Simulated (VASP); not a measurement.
A run of VASP 6.6.1:

The input INCAR:

```
SYSTEM = SnAs
ALGO = Normal ; EDIFF = 1E-6
ENCUT = 520 ; GGA = PS
ISIF = 2 ; ISMEAR = -1
LASPH = .True. ; LCHARG = .False.
LREAL = .False. ; LWAVE = .False.
NBANDS = 16 ; NELM = 60
PREC = Accurate ; SIGMA = 0.1
```

The input KPOINTS:

```
k-points
0
Gamma
  12 12 12
  0 0 0
```

Contents of POSCAR:

```
SnAs
1.0
    0.0000000000      2.8571268611      2.8571268611
    2.8571268611      0.0000000000      2.8571268611
    2.8571268611      2.8571268611      0.0000000000
Sn As
1 1
Direct
    0.0000000000      0.0000000000      0.0000000000
    0.5000000000      0.5000000000      0.5000000000
```

Potentials or basis: VASP PAW PBE potentials, release 64 (Sn_d, As).

The run is started by

```console
$ cat potpaw_PBE.64/Sn_d/POTCAR potpaw_PBE.64/As/POTCAR > POTCAR
$ mpirun -np 1 vasp_std > vasp.out
```

Hardware: 1 thread of Intel(R) Xeon(R) Platinum 8259CL CPU @ 2.50GHz (Skylake/Cascade Lake) (shared host).

**Question.** Estimate the wall time of this run.

**Answer.** It took 46 s on 1 thread of Intel(R) Xeon(R) Platinum 8259CL CPU @ 2.50GHz (Skylake/Cascade Lake), on a shared host, peak memory 0.2 GiB. Counts: scf iterations 12, k points 72.
